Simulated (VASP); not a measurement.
# CaO (I4mm) in VASP: single point with PBE

Aim: the single point of CaO with PBE.

Program: VASP 6.6.1. These are calculated values, not measurements. Logs are shortened: lines on timing, memory, paths and dates and some standing lists are left out, and cuts for length are marked.

**1. The cell of the first run**

It takes space group I4mm (No. 107, tetragonal). Conventional cell: a = 3.463 Å, b = 3.463 Å, c = 4.898 Å, α = 90.00°, β = 90.00°, γ = 90.00°. Within 3.2 Å of Ca (site symmetry 4mm) lie 6 O at 2.39 to 2.51 Å. Within 3.2 Å of O (site symmetry 4mm) lie 6 Ca at 2.39 to 2.51 Å.

**2. Single point, PBE (all Ca atoms moved +0.062 Å, as atom 1 along Cartesian [1 0 0])**

INCAR

```
SYSTEM = CaO
PREC     = Accurate       ! precision mode
ENCUT    = 520            ! plane-wave cutoff, eV
EDIFF    = 1E-6           ! SCF threshold, eV
ISMEAR   = 0              ! smearing method
SIGMA    = 0.05           ! smearing width, eV
LREAL    = .FALSE.        ! projectors in reciprocal space
LASPH    = .TRUE.         ! aspherical terms in the spheres
NELM     = 60             ! most SCF steps
ALGO     = Normal         ! electronic algorithm
ISIF     = 2              ! what is computed and relaxed
LWAVE    = .FALSE.        ! write WAVECAR
LCHARG   = .TRUE.         ! write CHGCAR
GGA      = PE             ! functional
LELF     = .TRUE.         ! ELF
LVHAR    = .TRUE.       
NBANDS   = 15             ! bands
```

KPOINTS

```
regular mesh
0
G
  8 8 8
  0 0 0
```

POSCAR

```
CaO
1.0
    0.0000000000      2.4490000000      2.4490000000
    2.4490000000      0.0000000000      2.4490000000
    2.4490000000      2.4490000000      0.0000000000
Ca O
1 1
Direct
   -0.0127603103      0.0127603103      0.0127603103
    0.5000000000      0.5000000000      0.5000000000
```

Potentials or basis: VASP PAW PBE potentials, release 64 (Ca_sv, O).

On the command line:

```console
$ cat potpaw_PBE.64/Ca_sv/POTCAR potpaw_PBE.64/O/POTCAR > POTCAR
$ mpirun -np 1 vasp_std > vasp.out
```

OUTCAR:

```text
SYSTEM = CaO
   PREC = Accurate
   ENCUT = 520
   EDIFF = 1E-6
   ISMEAR = 0
   LREAL = .FALSE.
   LASPH = .TRUE.
   NELM = 60
   ISIF = 2
   GGA = PE

 ion  position               nearest neighbor table
   1  0.987  0.013  0.013-   2 2.39   2 2.45   2 2.45   2 2.45   2 2.45   2 2.51
   2  0.500  0.500  0.500-   1 2.39   1 2.45   1 2.45   1 2.45   1 2.45   1 2.51

  LATTYP: Found a face centered cubic cell.
 ALAT       =     4.8980000000

  Lattice vectors:

 A1 = (   0.0000000000,   2.4490000000,   2.4490000000)
 A2 = (   2.4490000000,   0.0000000000,   2.4490000000)
 A3 = (   2.4490000000,   2.4490000000,   0.0000000000)

Analysis of symmetry for initial positions (statically):
=====================================================================
 Subroutine PRICEL returns:
 Original cell was already a primitive cell.

 Routine SETGRP: Setting up the symmetry group for a
 face centered cubic supercell.

 Subroutine GETGRP returns: Found  8 space group operations
 (whereof  8 operations were pure point group operations)
 out of a pool of 48 trial point group operations.

The static configuration has the point symmetry C_4v.

Analysis of symmetry for dynamics (positions and initial velocities):
=====================================================================
 Subroutine PRICEL returns:
 Original cell was already a primitive cell.

 Routine SETGRP: Setting up the symmetry group for a
 face centered cubic supercell.

 Subroutine GETGRP returns: Found  8 space group operations
 (whereof  8 operations were pure point group operations)
 out of a pool of 48 trial point group operations.

The dynamic configuration has the point symmetry C_4v.

 Subroutine INISYM returns: Found  8 space group operations
 (whereof  8 operations are pure point group operations),
 and found     1 'primitive' translations

----------------------------------------------------------------------------------------

                                     Primitive cell

  volume of cell :      29.3762

  direct lattice vectors                    reciprocal lattice vectors
     0.000000000  2.449000000  2.449000000    -0.204164965  0.204164965  0.204164965
     2.449000000  0.000000000  2.449000000     0.204164965 -0.204164965  0.204164965
     2.449000000  2.449000000  0.000000000     0.204164965  0.204164965 -0.204164965

  length of vectors
     3.463409014  3.463409014  3.463409014     0.353624093  0.353624093  0.353624093

  position of ions in fractional coordinates (direct lattice)
     0.987239690  0.012760310  0.012760310
     0.500000000  0.500000000  0.500000000

  ion indices of the primitive-cell ions
   primitive index   ion index
                 1           1
                 2           2

----------------------------------------------------------------------------------------

 KPOINTS: regular mesh

Automatic generation of k-mesh.
 Grid dimensions read from file:
 generate k-points for:    8    8    8

 Generating k-lattice:

  Cartesian coordinates                     Fractional coordinates (reciprocal lattice)
    -0.025520621  0.025520621  0.025520621     0.125000000  0.000000000  0.000000000
     0.025520621 -0.025520621  0.025520621     0.000000000  0.125000000  0.000000000
     0.025520621  0.025520621 -0.025520621     0.000000000  0.000000000  0.125000000

  Length of vectors
     0.044203012  0.044203012  0.044203012

  Shift w.r.t. Gamma in fractional coordinates (k-lattice)
     0.000000000  0.000000000  0.000000000

 Subroutine IBZKPT returns following result:
 ===========================================

 Found     59 irreducible k-points:

 Following reciprocal coordinates:
            Coordinates               Weight
  0.000000  0.000000  0.000000      1.000000
  0.125000  0.000000  0.000000      8.000000
  0.250000  0.000000  0.000000      8.000000
  0.375000  0.000000  0.000000      8.000000
  0.500000  0.000000  0.000000      4.000000
  0.125000  0.125000  0.000000      4.000000
[... 16 lines left out ...]
  0.000000  0.375000  0.250000      8.000000
  0.500000  0.250000  0.000000     16.000000
 [... further k-points ...]
   k-points           NKPTS =     59   k-points in BZ     NKDIM =     59   number of bands    NBANDS=     15
   number of dos      NEDOS =    301   number of ions     NIONS =      2
   total plane-waves  NPLWV =  21952
   dimension x,y,z NGX =    28 NGY =   28 NGZ =   28
   dimension x,y,z NGXF=    56 NGYF=   56 NGZF=   56
   ions per type =               1   1
   NGX,Y,Z   is equivalent  to a cutoff of  13.44, 13.44, 13.44 a.u.
   NGXF,Y,Z  is equivalent  to a cutoff of  26.88, 26.88, 26.88 a.u.
 SYSTEM =  CaO
   PREC   = accura    normal or accurate (medium, high low for compatibility)
   ISTART =      0    job   : 0-new  1-cont  2-samecut
   ICHARG =      2    charge: 1-file 2-atom 10-const
   ISPIN  =      1    spin polarized calculation?
   LNONCOLLINEAR =      F non collinear calculations
   LSORBIT =      F    spin-orbit coupling
   LASPH  =      T    aspherical Exc in radial PAW
   ENCUT  =  520.0 eV  38.22 Ry    6.18 a.u.   6.44  6.44  6.44*2*pi/ulx,y,z
   NELM   =     60;   NELMIN=  2; NELMDL= -5     # of ELM steps
   EDIFF  = 0.1E-05   stopping-criterion for ELM
   LREAL  =      F    real-space projection
   EDIFFG = 0.1E-04   stopping-criterion for IOM
   NSW    =      0    number of steps for IOM
   IBRION =     -1    ionic relax: 0-MD 1-quasi-New 2-CG
   NFREE  =      0    steps in history (QN), initial steepest desc. (CG)
   ISIF   =      2    stress and relaxation
   ISYM   =      2    0-nonsym 1-usesym 2-fastsym
   POTIM  = 0.5000    time-step for ionic-motion
   TEBEG  =    0.0;   TEEND  =   0.0 temperature during run
   PSTRESS=    0.0 pullay stress
   NELECT =      16.0000    total number of electrons
   NUPDOWN=      -1.0000    fix difference up-down
   EMIN   =  10.00;   EMAX   =-10.00  energy-range for DOS
   EFERMI =   0.00;   METHOD = LEGACY
   ISMEAR =     0;   SIGMA  =   0.05  broadening in eV -4-tet -1-fermi 0-gaus
   EFERMI_NEDOS =   21; number of points for ismear=-14 and -15
   IALGO  =     38    algorithm
   IMIX   =      4    mixing-type and parameters
     AMIX     =   0.40;   BMIX     =  1.00
     AMIX_MAG =   1.60;   BMIX_MAG =  1.00
  volume/ion in A,a.u.               =      14.69        99.12
  Fermi-wavevector in a.u.,A,eV,Ry     =   1.336953  2.526474 24.319632  1.787443
  Thomas-Fermi vector in A             =   2.465539
   LORBIT       =      0    0 simple, 1 ext, 2 COOP (PROOUT), +10 PAW based schemes
   GGA     = PE    functional components
   LHFCALC =     F    Hartree Fock is set to
   AEXX    =    0.0000 exact exchange contribution
   IVDW    =     0    specifies the selected vdW correction
   LEPSILON=     F    determine dielectric tensor
   LRPA    =     F    only Hartree local field effects (RPA)
 non-spin polarized calculation
 Gauss-broadening in eV      SIGMA  =   0.05
  energy-cutoff  :      520.00
  volume of cell :       29.38
 maximum number of plane-waves:       817
 NGX is ok and might be reduce to    28
   NGX = 13   NGY = 13   NGZ = 13

 number of electron      16.0000004 magnetization

 Free energy of the ion-electron system (eV)
  ---------------------------------------------------
  ext. energy  EPLUGINS =         0.00000000
  ---------------------------------------------------
  free energy    TOTEN  =       -12.79043804 eV

  energy without entropy =      -12.79043804  energy(sigma->0) =      -12.79043804

 E-fermi :   2.3369     XC(G=0): -10.2016

 val. band max:        2.0276303142   @ k =   0.0000   0.0000   0.0000
 cond. band min:       5.6839000827   @ k =   0.0000   0.5000   0.5000
 fundamental gap:      3.6562697685
 Fermi energy:         2.3368966896

 k-point     1 :       0.0000    0.0000    0.0000
  band No.  band energies     occupation
      1     -35.8317      2.00000
      2     -16.6350      2.00000
      3     -16.6324      2.00000
      4     -16.6324      2.00000
      5     -13.3842      2.00000
      6       2.0265      2.00000
      7       2.0276      2.00000
      8       2.0276      2.00000
      9       6.3038      0.00000
     10       8.1232      0.00000
     11       8.1377      0.00000
     12       8.1377      0.00000
     13       9.5305      0.00000
     14       9.5560      0.00000
     15      16.7476      0.00000

 k-point     2 :       0.1250    0.0000    0.0000
  band No.  band energies     occupation
      1     -35.8201      2.00000
      2     -16.7928      2.00000
      3     -16.6401      2.00000
      4     -16.6394      2.00000
      5     -13.2140      2.00000
      6       1.5066      2.00000
      7       1.8400      2.00000
      8       1.8461      2.00000
      9       6.9755      0.00000
     10       8.0786      0.00000
     11       8.3756      0.00000
     12       8.3774      0.00000
     13       9.8669      0.00000
     14       9.8926      0.00000
     15      17.2604      0.00000

 k-point     3 :       0.2500    0.0000    0.0000
  band No.  band energies     occupation
      1     -35.7920      2.00000
      2     -17.1258      2.00000
      3     -16.6565      2.00000
      4     -16.6561      2.00000
      5     -12.8497      2.00000
      6       0.5621      2.00000
      7       1.4343      2.00000
      8       1.4388      2.00000
      9       8.0921      0.00000
     10       8.4312      0.00000
     11       9.0111      0.00000
     12       9.0125      0.00000
     13      10.6740      0.00000
     14      10.6979      0.00000
     15      17.3845      0.00000
[... 343 lines left out ...]
 k-point    23 :       0.0000    0.3750    0.2500
  band No.  band energies     occupation
      1     -35.7572      2.00000
      2     -17.1631      2.00000
      3     -16.7690      2.00000
      4     -16.7532      2.00000
      5     -12.8727      2.00000
      6       0.3301      2.00000
      7       1.4391      2.00000
      8       1.5659      2.00000
      9       6.6316      0.00000
     10       9.0468      0.00000
     11      10.3012      0.00000
     12      10.3495      0.00000
     13      10.5561      0.00000
     14      12.1533      0.00000
     15      17.3686      0.00000

 k-point    24 :       0.5000    0.2500    0.0000
  band No.  band energies     occupation
      1     -35.7401      2.00000
      2     -17.2585      2.00000
      3     -16.8442      2.00000
      4     -16.7512      2.00000
      5     -12.7557      2.00000
      6       0.3041      2.00000
      7       0.9989      2.00000
      8       1.2919      2.00000
      9       7.2769      0.00000
     10       9.5570      0.00000
     11      10.4461      0.00000
     12      10.5779      0.00000
     13      11.3110      0.00000
     14      13.0678      0.00000
     15      15.6181      0.00000

 [... further k-points ...]

------------------------ aborting loop because EDIFF is reached ----------------------------------------

  FORCE on cell =-STRESS in cart. coord.  units (eV):
  Direction    XX          YY          ZZ          XY          YZ          ZX
  --------------------------------------------------------------------------------------
  -------------------------------------------------------------------------------------
  Total       -0.5697442     -0.6558296     -0.6558296      0.0000000      0.0000000     -0.0000000
  in kB      -31.0737859    -35.7688707    -35.7688707      0.0000000      0.0000000     -0.0000000
  external PRESSURE =     -34.2038424 kB  Pullay stress =       0.0000000 kB

 VOLUME and BASIS-vectors are now :
 -----------------------------------------------------------------------------
  energy-cutoff  :      520.00
  volume of cell :       29.38
      direct lattice vectors                 reciprocal lattice vectors
     0.000000000  2.449000000  2.449000000    -0.204164965  0.204164965  0.204164965
     2.449000000  0.000000000  2.449000000     0.204164965 -0.204164965  0.204164965
     2.449000000  2.449000000  0.000000000     0.204164965  0.204164965 -0.204164965

 POSITION                                       TOTAL-FORCE (eV/Angst)
 -----------------------------------------------------------------------------------
      0.06250      2.44900      2.44900        -0.145960      0.000000      0.000000
      2.44900      2.44900      2.44900         0.145960      0.000000      0.000000
 -----------------------------------------------------------------------------------
    total drift:                                0.000675      0.000000      0.000000

  FREE ENERGIE OF THE ION-ELECTRON SYSTEM (eV)
  ---------------------------------------------------
  free  energy   TOTEN  =       -12.7904380362 eV

  energy  without entropy=      -12.7904380362  energy(sigma->0) =      -12.79043804
```

Run time: 13 s. Hardware: 1 thread of AMD EPYC 9R45 (Zen 5), shared host; peak memory 0.14 GiB.

Results:

```
Free energy            : -12.7904 eV
Pressure               : -3.4 GPa
Largest force          : 0.146 eV/Å
Band gap on the k mesh : 3.66 eV, indirect (least direct gap 4.03 eV)
```

Forces on the atoms (eV/Å):
```
Ca  -0.146  0.000  0.000
O    0.146  0.000  0.000
```

Levels at points of the mesh, in eV from the valence-band top:
| k point | band 4 | band 5 | band 6 | band 7 | band 8 | band 9 | band 10 | band 11 | band 12 | band 13 |
| --- | --- | --- | --- | --- | --- | --- | --- | --- | --- | --- |
| (0.00, 0.00, 0.00) | -18.66 | -15.41 | 0.00 | 0.00 | 0.00 | 4.28 | 6.10 | 6.11 | 6.11 | 7.50 |
| (0.50, 0.00, 0.00) | -18.71 | -14.43 | -2.50 | -1.08 | -1.08 | 6.79 | 7.95 | 8.06 | 8.18 | 9.95 |
| (0.50, 0.50, 0.00) | -18.85 | -15.17 | -1.31 | -0.39 | -0.37 | 3.68 | 7.64 | 8.59 | 9.17 | 9.17 |
| (0.00, 0.50, 0.50) | -18.85 | -15.17 | -1.30 | -0.37 | -0.37 | 3.66 | 7.63 | 8.58 | 9.17 | 9.17 |

Caveat: the cell differs from its parent crystal (all Ca atoms moved +0.062 Å, as atom 1 along Cartesian [1 0 0]).
